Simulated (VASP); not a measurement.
Wanted: the native input for a VASP 6.6.1 run.

```yaml
Task: single point
Functional: PBE
Potentials_or_basis: VASP PAW PBE potentials, release 64 (Ti_sv, B)
Cutoff: 520 eV
k_mesh: 6 × 6 × 4
Occupations: gaussian, width 0.1 eV
Spin: no spin polarisation
Dipole_correction: no
Further_INCAR_settings: ALGO = Normal; EDIFF = 1e-06; NBANDS = 20
```

The structure of TiB4 lies in POSCAR:

```
TiB4
1.0
    3.0821911600      0.0000000000      0.0000000000
   -1.5410955800      2.6692558400      0.0000000000
    0.0000000000      0.0000000000      5.2816559700
Ti B
1 4
Direct
    0.0000000000      0.0000000000      0.0000000000
    0.6666666700      0.3333333300      0.3928130800
    0.6666666700      0.3333333300      0.6071869200
    0.0000000000      0.0000000000      0.7203716300
    0.0000000000      0.0000000000      0.2796283700
```

The input as run:

INCAR

```
ALGO = Normal
EDIFF = 1E-6
ENCUT = 520
GGA = PE
ISIF = 2
ISMEAR = 0
LASPH = T
LCHARG = F
LREAL = F
LWAVE = F
NBANDS = 20
NELM = 100
PREC = Accurate
SIGMA = 0.1
```

KPOINTS

```
k-points
0
Gamma
  6 6 4
```

Potentials or basis: VASP PAW PBE potentials, release 64 (Ti_sv, B).

The run is started by

```console
$ cat potpaw_PBE.64/Ti_sv/POTCAR potpaw_PBE.64/B/POTCAR > POTCAR
$ mpirun -np 1 vasp_std > vasp.out
```

Results of the run:

```json
{
 "Pressure": "90.3 GPa",
 "Largest force": "38.073 eV/Å",
 "Band gap on the k mesh": "zero (band 12 reaches 8.36 eV, above the bottom of band 13 at 6.21 eV)"
}
```

Caveat: the k points lie up to 0.39 Å⁻¹ apart; forces of over 1 eV/Å act on the atoms, so gaps and moduli don't describe the material at rest.

Wall time 7.4 s on 1 thread of Intel(R) Xeon(R) 6975P-C (Granite Rapids), on a shared host, peak memory 0.16 GiB.
